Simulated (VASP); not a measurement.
MnO: single point with PBE

MnO:

```
CELL_PARAMETERS angstrom
0.00000 2.22391 2.22391
2.22391 0.00000 2.22391
2.22391 2.22391 0.00000
ATOMIC_POSITIONS crystal
Mn 0.00000 0.00000 0.00000
O 0.50000 0.50000 0.50000
```

```yaml
Program: VASP 6.6.1
Task: single point
Functional: PBE
Potentials_or_basis: VASP PAW PBE potentials, release 64 (Mn_pv, O)
Cutoff: 520 eV
k_mesh: 10 × 10 × 10
Occupations: gaussian, width 0.03 eV
Spin: collinear spin, ferromagnetic start
Starting_moments: "[4.0, 0.0] μB"
Dipole_correction: no
Further_INCAR_settings: ALGO = Normal; EDIFF = 1e-07; NBANDS = 20
```

The pressure is 0.4 GPa. The net moment is 4.80 μB per cell. The site moments are Mn +4.36; O +0.21 μB and the valence electrons inside the program's atomic spheres are Mn 11.35; O 4.98.

Levels at points of the mesh, in eV from the Fermi level:
Spin up:
```csv
k point,band 10,band 11,band 12,band 13,band 14,band 15
"(0.00, 0.00, 0.00)",-3.20,-2.67,-2.67,-0.51,13.98,16.34
"(0.50, 0.00, 0.00)",-1.87,0.22,0.22,3.49,7.74,11.88
"(0.50, 0.50, 0.00)",-2.04,-2.04,-1.91,5.02,7.83,10.41
```
Spin down:
```tsv
k point	band 4	band 5	band 6	band 7	band 8	band 9	band 10	band 11
(0.00, 0.00, 0.00)	-19.79	-3.32	-3.32	-3.32	0.78	0.78	0.78	0.82
(0.50, 0.00, 0.00)	-18.83	-7.33	-4.81	-4.81	1.96	2.01	2.01	3.67
(0.50, 0.50, 0.00)	-18.86	-6.38	-4.30	-4.30	-0.79	1.99	2.19	2.44
```

Run time: 62 s on 1 thread of Intel Xeon 8259CL (shared host), peak memory 0.16 GiB.

Caveat: a cell with one magnetic atom can't hold antiferromagnetic order, which such compounds often take; semilocal functionals often make such compounds metallic where correlation or magnetic order opens a gap, which also shifts bond lengths. With open d or f shells a metallic result of PBE can be an artefact of self-interaction; +U or a hybrid may open a gap.
